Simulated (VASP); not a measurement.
Set up this calculation in VASP 6.6.1, as the native input.

```
Task                   : relaxation of cell and atoms
Functional             : LDA
Potentials or basis    : VASP PAW LDA potentials, release 64 (Os)
Cutoff                 : 600 eV
k mesh                 : 11 × 11 × 6
Occupations            : fermi-dirac, width 0.05 eV
Spin                   : no spin polarisation
Dipole correction      : no
Further INCAR settings : ALGO = Normal; EDIFF = 1e-07; IBRION = 2; EDIFFG = -0.02; NSW = 80; ISIF = 3
```

The structure of Os lies in POSCAR:

```
Os
1.0
    2.7341000000      0.0000000000      0.0000000000
   -1.3670500000      2.3678000565      0.0000000000
    0.0000000000      0.0000000000      4.3197000000
Os
2
Direct
    0.6666666667      0.3333333333      0.7500000000
    0.3333333333      0.6666666667      0.2500000000
```

One way to write it, as run:

INCAR

```
SYSTEM = Os
PREC = Accurate
ENCUT = 600
EDIFF = 1E-7
ISMEAR = -1
SIGMA = 0.05
LREAL = .False.
LASPH = .True.
NELM = 60
ALGO = Normal
ISIF = 3
LWAVE = .False.
LCHARG = .False.
GGA = CA
IBRION = 2
NSW = 80
EDIFFG = -0.02
```

KPOINTS

```
regular mesh
0
Gamma
  11 11 6
  0 0 0
```

Potentials or basis: VASP PAW LDA potentials, release 64 (Os).

Command:

```bash
$ cat potpaw_LDA.64/Os/POTCAR > POTCAR
$ mpirun -np 1 vasp_std > vasp.out
```

Results of the run:

The relaxed volume is 13.74 Å³/atom and the relaxed cell is a = 2.719 Å, b = 2.719 Å, c = 4.293 Å, α = 90.00°, β = 90.00°, γ = 120.00°. The space group after relaxing (to 0.05 Å) is P6_3/mmc (No. 194). The energy gained by relaxing is 5.9 meV/atom. The ionic steps are 4, the pressure after relaxing is 0.0 GPa and the band gap on the k mesh is zero (band 8 reaches 11.81 eV, above the bottom of band 9 at 7.81 eV).

Caveat: spin-orbit coupling is left out, which moves the levels of the heavy elements.

Run time: 94 s on 1 thread of Intel Xeon 8259CL, on a shared host, peak memory 0.16 GiB.
